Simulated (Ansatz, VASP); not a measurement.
# Two plane-wave programs on Al8N

```
Al N
1.0
     2.85432    0.00000    0.00000
    -1.42716    2.47192    0.00000
     0.00000    0.00000   33.47606
Al N
8 1
Direct
  0.33333 0.66667 0.11949
  0.00000 0.00000 0.18956
  0.66667 0.33333 0.25964
  0.00000 0.00000 0.32971
  0.33333 0.66667 0.39922
  0.00000 0.00000 0.46965
  0.66667 0.33333 0.54010
  0.00000 0.00000 0.61166
  0.33333 0.66667 0.70038
```

Alike in both runs: task single point; functional PBE; k mesh 9 × 9 × 1; occupations gaussian, width 0.1 eV; no spin polarisation.

```csv
,VASP,Ansatz
version,VASP 6.6.1,Ansatz 0.2.0
potentials or method,"VASP PAW PBE potentials, release 64 (Al, N), cutoff 520 eV","scalar-relativistic, plane waves, PAW"
valence electrons in the cell,29,29
```

```tsv
	VASP	Ansatz	Ansatz less VASP
gap on the k mesh at the Fermi level (eV)	none	none	-
rms of the force components (eV/Å)	0.290	0.291	+0.0006
```

Atom by atom the forces differ by 0.001 eV/Å (rms over components). A gap of «none» marks a metal or a gap that the smearing closes.
